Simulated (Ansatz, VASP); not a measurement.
## Two plane-wave programs on Al4CoNi3

```
Al Co Ni
1.0
     5.90762    0.00000    0.00000
     0.00000    5.90762    0.00000
     0.00000    0.00000    2.95381
Al Co Ni
4 1 3
Direct
  0.75000 0.75000 0.00000
  0.75000 0.25000 0.00000
  0.25000 0.75000 0.00000
  0.25000 0.25000 0.00000
  0.50000 0.50000 0.50000
  0.00000 0.00000 0.50000
  0.00000 0.50000 0.50000
  0.50000 0.00000 0.50000
```

Alike in both runs: task relaxation of cell and atoms; functional PBE; k mesh 4 × 4 × 6; occupations gaussian, width 0.1 eV; collinear spin.

|  | VASP | Ansatz |
| --- | --- | --- |
| version | VASP 6.6.1 | Ansatz 0.2.0 |
| potentials or method | VASP PAW PBE potentials, release 64 (Al, Co, Ni), cutoff 600 eV | scalar-relativistic, plane waves, PAW |
| valence electrons in the cell | 51 | 83 |

Ansatz gave:

```
gap on the k mesh at the Fermi level, each at its own relaxed structure (eV)  : none
net moment per atom (μB)                                                      : 0.09
size of the moment on the site where the two differ most (μB)                 : 0.59
relaxed volume (Å³/atom)                                                      : 12.01
relaxed length of the cell vector where the two differ most in proportion (Å) : 5.806
```

Task: Estimate VASP's values.

Result: gap on the k mesh at the Fermi level, each at its own relaxed structure (eV): none; net moment per atom (μB): 0.08; size of the moment on the site where the two differ most (μB): 0.56; relaxed volume (Å³/atom): 12.02; relaxed length of the cell vector where the two differ most in proportion (Å): 5.811.

Site moments also hang on the region over which each program counts them. A gap of «none» marks a metal or a gap that the smearing closes. VASP's potentials hold 51 valence electrons a cell and Ansatz's 83, so a difference there can come from the potentials and not from the codes. Ansatz's warnings: seeded moment not kept.
